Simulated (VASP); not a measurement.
Runs of VASP 6.6.1 on Ge2F. The structure is that of space group P6/mmm (No. 191), or close to it. The cells are those of the table. 

| task | cell | k mesh | cutoff (eV) | gap on the mesh (eV) | pressure (GPa) |
| --- | --- | --- | --- | --- | --- |
| relaxation of cell and atoms | relaxed from a = 4.327, b = 4.327, c = 3.023 Å, angles 90.0, 90.0, 120.0°, 3 atoms | 12 × 12 × 16 | 600 | none | 0.0 |
| single point | a = 3.537, b = 3.537, c = 3.920 Å, angles 90.0, 90.0, 120.0°, 3 atoms | 6 × 6 × 4 | 520 | none | (a) |
| single point | a = 4.364, b = 4.364, c = 2.931 Å, angles 90.0, 90.0, 120.0°, 3 atoms | 12 × 12 × 16 | 520 | none | -0.2 |
| single point | a = 4.328, b = 4.328, c = 3.041 Å, angles 90.0, 90.0, 120.0°, 3 atoms | 6 × 6 × 4 | 520 | none | -0.3 |
| single point | a = 4.327, b = 4.327, c = 3.023 Å, angles 90.0, 90.0, 120.0°, 3 atoms | 6 × 6 × 6 | 520 | none | 0.0 |

Alike in all rows: level PBE; potentials or basis VASP PAW PBE potentials, release 64 (Ge_d, F); no spin polarisation; smearing gaussian 0.1 eV.

Question: Fill in the values left out.

Answer: (a) 57.2.

Caveats: some runs use coarse meshes; an odd number of electrons without spin polarisation forces a metal; a magnetic or distorted state may lie lower.

A k mesh can miss the band edges, and the runs leave out spin-orbit coupling on Ge.

A gap of «none» marks levels without a gap at the run's occupations.
